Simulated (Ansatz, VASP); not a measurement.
Al: VASP beside Ansatz

INCAR

```
SYSTEM = Al
PREC     = Accurate       ! precision mode
ENCUT    = 520            ! plane-wave cutoff, eV
EDIFF    = 1E-7           ! SCF threshold, eV
ISMEAR   = -1             ! smearing method
SIGMA    = 0.1            ! smearing width, eV
LREAL    = .FALSE.        ! projectors in reciprocal space
LASPH    = .TRUE.         ! aspherical terms in the spheres
NELM     = 60             ! most SCF steps
ALGO     = Normal         ! electronic algorithm
ISIF     = 2              ! what is computed and relaxed
LWAVE    = .FALSE.        ! write WAVECAR
LCHARG   = .FALSE.        ! write CHGCAR
GGA      = RE             ! functional
NBANDS   = 8              ! bands
```

KPOINTS

```
Automatic mesh
0
G
  13 13 13
  0 0 0
```

POSCAR

```
Al
1.0
    2.6603077741      0.0000000000      0.0000000000
    0.0000000000      2.6603077741      0.0000000000
    0.0000000000      0.0000000000      2.6603077741
Al
1
Direct
    0.0000000000      0.0000000000      0.0000000000
```

Input for Ansatz:

```yaml
crystal:
  lattice:
    - [2.6603077741, 0.0, 0.0]
    - [0.0, 2.6603077741, 0.0]
    - [0.0, 0.0, 2.6603077741]
  atoms:
    - { symbol: Al, position: [0.0, 0.0, 0.0] }
hamiltonian:
  xc: revpbe
  pseudopotentials:
    kind: paw
    azcp:
      Al: "pseudopotentials/Al.paw.azcp"
basis:
  ecutwfc: 420
  fft_grid_basis: typed
kpoints:
  mp_grid: { grid: [13, 13, 13], shift: [0, 0, 0] }
magnetization:
  spin_polarized: false
scf:
  occupations: { method: fermi_dirac, width: 0.1 }
  lower_state_search: "off"
output:
  stress: true
```

Alike in both runs: task single point; functional revPBE; k mesh 13 × 13 × 13; occupations fermi-dirac, width 0.1 eV; no spin polarisation.

|  | VASP | Ansatz |
| --- | --- | --- |
| version | VASP 6.6.1 | Ansatz 0.2.0 |
| potentials or method | VASP PAW PBE potentials, release 64 (Al), cutoff 520 eV | plane waves (420 eV) with PAW, scalar-relativistic |
| valence electrons in the cell | 3 | 3 |

|  | VASP | Ansatz | Ansatz less VASP |
| --- | --- | --- | --- |
| pressure (GPa) | 5.4 | 5.5 | +0.11 |

VASP's potentials were made for PBE, not for revPBE. With one functional, cell and mesh, what is left measures potentials, basis and numerics.
